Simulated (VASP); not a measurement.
# Er4Br (P4mm) in VASP: single point with PBE

Aim: the single point of Er4Br with PBE.

Program: VASP 6.6.1. These are calculated values, not measurements. Logs are shortened: lines on timing, memory, paths and dates and some standing lists are left out, and cuts for length are marked.

### 1 The cell of the first run

Symmetry: P4mm, No. 99, tetragonal system. The conventional cell has a = 4.173 Å, b = 4.173 Å, c = 11.366 Å, α = 90.00°, β = 90.00°, γ = 90.00°. Er (site symmetry 2mm) has 6 Er at 2.95 to 3.45 Å and 2 Br at 3.15 Å within 3.9 Å. Within 3.7 Å of Er (site symmetry 4mm) lie 1 Br at 2.84 Å and 1 Er at 3.42 Å. Er (site symmetry 4mm) has 9 Er at 3.42 to 4.17 Å within 4.5 Å. Br (site symmetry 4mm) has 5 Er at 2.84 to 3.15 Å within 3.7 Å.

The cell was generated, and may not be a known phase.

### 2 Single point, PBE

The input, INCAR:

```
SYSTEM = Er4Br
ALGO = Normal
EDIFF = 1E-6
ENCUT = 500
GGA = PE
GGA_COMPAT = .FALSE.
ISIF = 2
ISMEAR = 0
LASPH = .TRUE.
LCHARG = .FALSE.
LMAXMIX = 6
LREAL = .FALSE.
LWAVE = .FALSE.
NBANDS = 30
NELM = 200
PREC = Accurate
SIGMA = 0.2
```

The input, KPOINTS:

```
k-points
0
G
  4 4 2
  0 0 0
```

The input, POSCAR:

```
Er4Br
1.0
    4.1732068417      0.0000000000      0.0000000000
    0.0000000000      4.1732068417      0.0000000000
    0.0000000000      0.0000000000     11.3655359701
Er Br
4 1
Direct
    0.5000000000      0.0000000000      0.8784430197
    0.0000000000      0.5000000000      0.8784430197
    0.0000000000      0.0000000000      0.4211644361
    0.0000000000      0.0000000000      0.1202803456
    0.0000000000      0.0000000000      0.6711271790
```

Potentials or basis: VASP PAW PBE potentials, release 64 (Er_3, Br), 4f in core.

Launch:

```sh
$ cat potpaw_PBE.64/Er_3/POTCAR potpaw_PBE.64/Br/POTCAR > POTCAR
$ mpirun -np 1 vasp_std > vasp.out
```

OUTCAR:

```text
SYSTEM = Er4Br
   EDIFF = 1E-6
   ENCUT = 500
   GGA = PE
   ISIF = 2
   ISMEAR = 0
   LASPH = .TRUE.
   LREAL = .FALSE.
   NELM = 200
   PREC = Accurate

 ion  position               nearest neighbor table
   1  0.500  0.000  0.878-   2 2.95   2 2.95   2 2.95   2 2.95   5 3.15   5 3.15   4 3.45   4 3.45

   2  0.000  0.500  0.878-   1 2.95   1 2.95   1 2.95   1 2.95   5 3.15   5 3.15   4 3.45   4 3.45

   3  0.000  0.000  0.421-   5 2.84   4 3.42
   4  0.000  0.000  0.120-   3 3.42   2 3.45   1 3.45   2 3.45   1 3.45
   5  0.000  0.000  0.671-   3 2.84   2 3.15   1 3.15   2 3.15   1 3.15

  LATTYP: Found a simple tetragonal cell.
 ALAT       =     4.1732068417
 C/A-ratio  =     2.7234537854

  Lattice vectors:

 A1 = (   4.1732068417,   0.0000000000,   0.0000000000)
 A2 = (   0.0000000000,   4.1732068417,   0.0000000000)
 A3 = (   0.0000000000,   0.0000000000,  11.3655359701)

Analysis of symmetry for initial positions (statically):
=====================================================================
 Subroutine PRICEL returns:
 Original cell was already a primitive cell.

 Routine SETGRP: Setting up the symmetry group for a
 simple tetragonal supercell.

 Subroutine GETGRP returns: Found  8 space group operations
 (whereof  8 operations were pure point group operations)
 out of a pool of 16 trial point group operations.

The static configuration has the point symmetry C_4v.

Analysis of symmetry for dynamics (positions and initial velocities):
=====================================================================
 Subroutine PRICEL returns:
 Original cell was already a primitive cell.

 Routine SETGRP: Setting up the symmetry group for a
 simple tetragonal supercell.

 Subroutine GETGRP returns: Found  8 space group operations
 (whereof  8 operations were pure point group operations)
 out of a pool of 16 trial point group operations.

The dynamic configuration has the point symmetry C_4v.

 Subroutine INISYM returns: Found  8 space group operations
 (whereof  8 operations are pure point group operations),
 and found     1 'primitive' translations

----------------------------------------------------------------------------------------

                                     Primitive cell

  volume of cell :     197.9383

  direct lattice vectors                    reciprocal lattice vectors
     4.173206842  0.000000000  0.000000000     0.239623876  0.000000000  0.000000000
     0.000000000  4.173206842  0.000000000     0.000000000  0.239623876  0.000000000
     0.000000000  0.000000000 11.365535970     0.000000000  0.000000000  0.087985292

  length of vectors
     4.173206842  4.173206842 11.365535970     0.239623876  0.239623876  0.087985292

  position of ions in fractional coordinates (direct lattice)
     0.500000000  0.000000000  0.878443020
     0.000000000  0.500000000  0.878443020
     0.000000000  0.000000000  0.421164436
     0.000000000  0.000000000  0.120280346
     0.000000000  0.000000000  0.671127179

  ion indices of the primitive-cell ions
   primitive index   ion index
                 1           1
                 2           2
                 3           3
                 4           4
                 5           5

----------------------------------------------------------------------------------------

 KPOINTS: k-points

Automatic generation of k-mesh.
 Grid dimensions read from file:
 generate k-points for:    4    4    2

 Generating k-lattice:

  Cartesian coordinates                     Fractional coordinates (reciprocal lattice)
     0.059905969  0.000000000  0.000000000     0.250000000  0.000000000  0.000000000
     0.000000000  0.059905969  0.000000000     0.000000000  0.250000000  0.000000000
     0.000000000  0.000000000  0.043992646     0.000000000  0.000000000  0.500000000

  Length of vectors
     0.059905969  0.059905969  0.043992646

  Shift w.r.t. Gamma in fractional coordinates (k-lattice)
     0.000000000  0.000000000  0.000000000

 Subroutine IBZKPT returns following result:
 ===========================================

 Found     12 irreducible k-points:

 Following reciprocal coordinates:
            Coordinates               Weight
  0.000000  0.000000  0.000000      1.000000
  0.250000  0.000000  0.000000      4.000000
  0.500000  0.000000  0.000000      2.000000
  0.250000  0.250000  0.000000      4.000000
  0.500000  0.250000  0.000000      4.000000
  0.500000  0.500000  0.000000      1.000000
  0.000000  0.000000  0.500000      1.000000
  0.250000  0.000000  0.500000      4.000000
  0.500000  0.000000  0.500000      2.000000
  0.250000  0.250000  0.500000      4.000000
  0.500000  0.250000  0.500000      4.000000
  0.500000  0.500000  0.500000      1.000000
   k-points           NKPTS =     12   k-points in BZ     NKDIM =     12   number of bands    NBANDS=     30
   number of dos      NEDOS =    301   number of ions     NIONS =      5
   total plane-waves  NPLWV =  75600
   dimension x,y,z NGX =    30 NGY =   30 NGZ =   84
   dimension x,y,z NGXF=    60 NGYF=   60 NGZF=  168
   ions per type =               4   1
   NGX,Y,Z   is equivalent  to a cutoff of  11.95, 11.95, 12.29 a.u.
   NGXF,Y,Z  is equivalent  to a cutoff of  23.90, 23.90, 24.57 a.u.
 SYSTEM =  Er4Br
   PREC   = accura    normal or accurate (medium, high low for compatibility)
   ISTART =      0    job   : 0-new  1-cont  2-samecut
   ICHARG =      2    charge: 1-file 2-atom 10-const
   ISPIN  =      1    spin polarized calculation?
   LNONCOLLINEAR =      F non collinear calculations
   LSORBIT =      F    spin-orbit coupling
   LASPH  =      T    aspherical Exc in radial PAW
   ENCUT  =  500.0 eV  36.75 Ry    6.06 a.u.   7.61  7.61 20.72*2*pi/ulx,y,z
   NELM   =    200;   NELMIN=  2; NELMDL= -5     # of ELM steps
   EDIFF  = 0.1E-05   stopping-criterion for ELM
   LREAL  =      F    real-space projection
   EDIFFG = 0.1E-04   stopping-criterion for IOM
   NSW    =      0    number of steps for IOM
   IBRION =     -1    ionic relax: 0-MD 1-quasi-New 2-CG
   NFREE  =      0    steps in history (QN), initial steepest desc. (CG)
   ISIF   =      2    stress and relaxation
   ISYM   =      2    0-nonsym 1-usesym 2-fastsym
   POTIM  = 0.5000    time-step for ionic-motion
   TEBEG  =    0.0;   TEEND  =   0.0 temperature during run
   PSTRESS=    0.0 pullay stress
   NELECT =      43.0000    total number of electrons
   NUPDOWN=      -1.0000    fix difference up-down
   EMIN   =  10.00;   EMAX   =-10.00  energy-range for DOS
   EFERMI =   0.00;   METHOD = LEGACY
   ISMEAR =     0;   SIGMA  =   0.20  broadening in eV -4-tet -1-fermi 0-gaus
   EFERMI_NEDOS =   21; number of points for ismear=-14 and -15
   IALGO  =     38    algorithm
   IMIX   =      4    mixing-type and parameters
     AMIX     =   0.40;   BMIX     =  1.00
     AMIX_MAG =   1.60;   BMIX_MAG =  1.00
  volume/ion in A,a.u.               =      39.59       267.15
  Fermi-wavevector in a.u.,A,eV,Ry     =   0.984134  1.859744 13.177521  0.968520
  Thomas-Fermi vector in A             =   2.115344
   LORBIT       =      0    0 simple, 1 ext, 2 COOP (PROOUT), +10 PAW based schemes
   GGA     = PE    functional components
   LHFCALC =     F    Hartree Fock is set to
   AEXX    =    0.0000 exact exchange contribution
   IVDW    =     0    specifies the selected vdW correction
   LEPSILON=     F    determine dielectric tensor
   LRPA    =     F    only Hartree local field effects (RPA)
 non-spin polarized calculation
 Gauss-broadening in eV      SIGMA  =   0.20
  energy-cutoff  :      500.00
  volume of cell :      197.94
 maximum number of plane-waves:      5048
   NGX = 15   NGY = 15   NGZ = 41

 number of electron      42.9999993 magnetization

 Free energy of the ion-electron system (eV)
  ---------------------------------------------------
  ext. energy  EPLUGINS =         0.00000000
  ---------------------------------------------------
  free energy    TOTEN  =       -17.30441040 eV

  energy without entropy =      -17.14035538  energy(sigma->0) =      -17.22238289

 E-fermi :   1.9592     XC(G=0):  -8.3355

 val. band max:        1.9436049869   @ k =   0.0000   0.0000   0.5000
 cond. band min:       1.9683498269   @ k =   0.2500   0.0000   0.5000
 fundamental gap:      0.0247448400
 Fermi energy:         1.9591728018

 k-point     1 :       0.0000    0.0000    0.0000
  band No.  band energies     occupation
      1     -24.6224      2.00000
      2     -24.5043      2.00000
      3     -24.5043      2.00000
      4     -23.6862      2.00000
      5     -23.6862      2.00000
      6     -23.6343      2.00000
[... 22 lines left out ...]
     29       3.8775      0.00000
     30       4.1480      0.00000

 k-point     2 :       0.2500    0.0000    0.0000
  band No.  band energies     occupation
      1     -24.6204      2.00000
      2     -24.5258      2.00000
      3     -24.5027      2.00000
      4     -23.7097      2.00000
      5     -23.6815      2.00000
      6     -23.6290      2.00000
[... 22 lines left out ...]
     29       3.8868      0.00000
     30       4.0607      0.00000

 k-point     3 :       0.5000    0.0000    0.0000
  band No.  band energies     occupation
      1     -24.6185      2.00000
      2     -24.5472      2.00000
      3     -24.5011      2.00000
      4     -23.7341      2.00000
      5     -23.6780      2.00000
      6     -23.6214      2.00000
[... 22 lines left out ...]
     29       3.9378      0.00000
     30       3.9957      0.00000

 k-point     4 :       0.2500    0.2500    0.0000
  band No.  band energies     occupation
      1     -24.6185      2.00000
      2     -24.5243      2.00000
      3     -24.5239      2.00000
      4     -23.7111      2.00000
      5     -23.7051      2.00000
      6     -23.6454      2.00000
[... 220 lines left out ...]
     29       3.5525      0.00000
     30       3.6877      0.00000

 k-point    11 :       0.5000    0.2500    0.5000
  band No.  band energies     occupation
      1     -24.6166      2.00000
      2     -24.5453      2.00000
      3     -24.5223      2.00000
      4     -23.7318      2.00000
      5     -23.7053      2.00000
      6     -23.6544      2.00000
[... 22 lines left out ...]
     29       3.5086      0.00000
     30       3.8584      0.00000

 k-point    12 :       0.5000    0.5000    0.5000
  band No.  band energies     occupation
      1     -24.6146      2.00000
      2     -24.5434      2.00000
      3     -24.5434      2.00000
      4     -23.7556      2.00000
      5     -23.7294      2.00000
      6     -23.7294      2.00000
[... 22 lines left out ...]
     29       3.5291      0.00000
     30       4.6768      0.00000

------------------------ aborting loop because EDIFF is reached ----------------------------------------

  FORCE on cell =-STRESS in cart. coord.  units (eV):
  Direction    XX          YY          ZZ          XY          YZ          ZX
  --------------------------------------------------------------------------------------
  -------------------------------------------------------------------------------------
  Total        0.2141589      0.2141589      0.1552090      0.0000000      0.0000000      0.0000000
  in kB        1.7334728      1.7334728      1.2563129      0.0000000      0.0000000      0.0000000
  external PRESSURE =       1.5744195 kB  Pullay stress =       0.0000000 kB

 VOLUME and BASIS-vectors are now :
 -----------------------------------------------------------------------------
  energy-cutoff  :      500.00
  volume of cell :      197.94
      direct lattice vectors                 reciprocal lattice vectors
     4.173206842  0.000000000  0.000000000     0.239623876  0.000000000  0.000000000
     0.000000000  4.173206842  0.000000000     0.000000000  0.239623876  0.000000000
     0.000000000  0.000000000 11.365535970     0.000000000  0.000000000  0.087985292

 POSITION                                       TOTAL-FORCE (eV/Angst)
 -----------------------------------------------------------------------------------
      2.08660      0.00000      9.98398         0.000000     -0.000000     -0.034876
      0.00000      2.08660      9.98398        -0.000000      0.000000     -0.034876
      0.00000      0.00000      4.78676         0.000000     -0.000000      0.035832
      0.00000      0.00000      1.36705         0.000000     -0.000000      0.027662
      0.00000      0.00000      7.62772        -0.000000     -0.000000      0.006258
 -----------------------------------------------------------------------------------
    total drift:                                0.000000      0.000000      0.001487

  FREE ENERGIE OF THE ION-ELECTRON SYSTEM (eV)
  ---------------------------------------------------
  free  energy   TOTEN  =       -17.3044104037 eV

  energy  without entropy=      -17.1403553759  energy(sigma->0) =      -17.22238289
```

Wall time 76 s (1 thread of Intel Xeon 6975P-C (Granite Rapids), shared host); peak memory 0.28 GiB.

What came out:

* Free energy: -17.3044 eV
* Pressure: 0.2 GPa
* Largest force: 0.036 eV/Å
* Band gap on the k mesh: zero (an odd number of electrons rules out a gap without spin polarisation)

Forces in eV/Å, atoms in the order of the input:
```
Er   0.000  0.000 -0.035
Er   0.000  0.000 -0.035
Er   0.000  0.000  0.036
Er   0.000  0.000  0.028
Br   0.000  0.000  0.006
```

Caveat: the k points lie up to 0.38 Å⁻¹ apart, too coarse for converged energies and pressures of a metal; spin-orbit coupling is left out, which moves the levels of the heavy elements; the 4f electrons are frozen in the core, so they carry no moment and show no levels; an odd number of electrons without spin polarisation forces a metal; a magnetic or distorted state may lie lower; the run has no spin polarisation, though such a crystal can be magnetic. Spin polarisation is off, so any magnetic state and its effect on volume and gap are missing.

The gap in the log of VASP goes by the Fermi energy; the results here count the filled bands.